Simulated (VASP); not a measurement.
Set up this calculation in VASP 6.6.1, as the native input.

* Task: single point
* Functional: PBE
* Potentials or basis: VASP PAW PBE potentials, release 64 (Cu, O)
* Cutoff: 520 eV
* k mesh: 9 × 9 × 5
* Occupations: fermi-dirac, width 0.05 eV
* Spin: no spin polarisation
* Hubbard terms: Cu d U = 8.0 eV
* Dipole correction: no
* Further INCAR settings: ALGO = Normal; EDIFF = 1e-07; NBANDS = 25

The structure of CuO lies in POSCAR:

```
CuO
1.0
    1.9909680000     -2.1535500000      0.0000000000
    1.9909680000      2.1535500000      0.0000000000
    0.0000000000      0.0000000000      5.1559280000
Cu O
2 2
Direct
    0.5000000000      0.0000000000      0.0000000000
    0.0000000000      0.5000000000      0.5000000000
    0.5000000000      0.5000000000      0.2500000000
    0.5000000000      0.5000000000      0.7500000000
```

One way to write it, as run:

INCAR

```
SYSTEM = CuO
PREC = Accurate ; ENCUT = 520
EDIFF = 1E-7 ; ISMEAR = -1
SIGMA = 0.05 ; LREAL = .False.
LASPH = .True. ; NELM = 150
ALGO = Normal ; ISIF = 2
LWAVE = .False. ; LCHARG = .True.
LMAXMIX = 4 ; LDAU = .True.
LDAUTYPE = 2 ; LDAUL = 2 -1
LDAUU = 8 0 ; LDAUJ = 0 0
LDAUPRINT = 1 ; GGA = PE
LELF = .True. ; LVHAR = .True.
NBANDS = 25
```

KPOINTS

```
regular mesh
0
Gamma
  9 9 5
  0 0 0
```

Potentials or basis: VASP PAW PBE potentials, release 64 (Cu, O).

Run with:

```bash
$ cat potpaw_PBE.64/Cu/POTCAR potpaw_PBE.64/O/POTCAR > POTCAR
$ mpirun -np 1 vasp_std > vasp.out
```

Results of the run:

```yaml
Pressure: -2.4 GPa
Band_gap_on_the_k_mesh: zero (band 17 reaches 4.70 eV, above the bottom of band 18 at 3.77 eV)
```

Caveat: U without spin polarisation on a metal has little footing.

Run time: 39 s on 1 thread of Intel(R) Xeon(R) Platinum 8559C (Emerald Rapids) (shared host), peak memory 0.2 GiB.
